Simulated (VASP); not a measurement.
Crystal: NaB3.

```
Na B
1.0
     2.95226    1.70449    2.77275
    -2.95226    1.70449    2.77275
     0.00000   -3.40897    2.77275
Na B
2 6
Direct
  0.26900 0.26900 0.26900
  0.73100 0.73100 0.73100
  0.79700 0.25200 0.79700
  0.79700 0.79700 0.25200
  0.25200 0.79700 0.79700
  0.20300 0.74800 0.20300
  0.74800 0.20300 0.20300
  0.20300 0.20300 0.74800
```

```yaml
Program: VASP 6.6.1
Task: relaxation of cell and atoms
Functional: PBE
Potentials_or_basis: VASP PAW PBE potentials, release 64 (Na_pv, B)
Cutoff: 600 eV
k_mesh: 6 × 6 × 6
Occupations: gaussian, width 0.1 eV
Spin: no spin polarisation
```

At the start: pressure 5.8 GPa; volume 10.46 Å³/atom.

Problem. Where does the relaxation end?

Solution. Over 58 steps the energy falls by 1835.1 meV/atom and the volume is 9.85 Å³/atom (-5.8 %); space group R-3m (No. 166, to 0.1 Å) before and after.

Step by step:
```
step  energy change (eV)  largest force (eV/Å)  pressure (GPa)  volume (Å³)
   1              0.0000                2.9827            5.84        83.72
   3             -2.1798                1.5800           13.64        90.54
   5             -3.4876                0.9394            1.28       122.33
   7             -3.5465                0.9643            0.05       135.00
   9             -4.1538                0.8678           -3.08       147.93
  11             -4.3806                0.7628            2.62       142.21
  13             -4.9839                0.5694           -0.50       141.06
  15             -4.9088                3.1616           -6.73       126.22
  17             -6.4343                1.6927          -11.16       132.16
  19             -6.4727                1.9192          -11.28       130.87
  21             -6.7878                2.0145          -10.29       127.02
  23             -7.8437                2.4822           -3.74       110.63
  25             -8.0935                2.8812            4.11        99.94
  27             -8.7697                0.8348            4.65        93.51
  29             -8.9331                0.4876            1.95        96.35
  31             -9.1991                0.5068           -3.31       100.99
  33            -11.1165                3.1620          -10.78        93.68
  35            -10.5676                6.4926           -7.75        89.53
  37            -10.5803                6.2739           -8.38        90.16
  39            -10.6457                6.3229           -8.35        89.83
  41            -10.7897                6.1698           -6.58        88.35
  43            -11.1300                5.6925           -7.46        88.21
  45            -12.3960                4.0237          -10.18        87.56
  47            -13.9715                2.4371           -3.10        85.02
  49            -14.2243                1.2134           -6.49        84.84
  51            -14.5308                1.1632            4.20        78.05
  53            -14.6345                0.3461           -0.39        79.84
  55            -14.6677                0.1264           -0.76        79.45
  57            -14.6799                0.0908            0.30        78.77
  58            -14.6809                0.0400            0.13        78.84
```

Final structure:
```xyz
8
Lattice="2.8716 1.6579 2.7600 -2.8716 1.6579 2.7600 0.0000 -3.3158 2.7600" Properties=species:S:1:pos:R:3 pbc="T T T"
Na    0.0000    0.0000    3.0216
Na    0.0000    0.0000    5.2584
B     1.9895   -1.1486    6.2710
B     0.0000    2.2973    6.2710
B    -1.9895   -1.1486    6.2710
B    -1.9895    1.1486    2.0090
B     1.9895    1.1486    2.0090
B     0.0000   -2.2973    2.0090
```
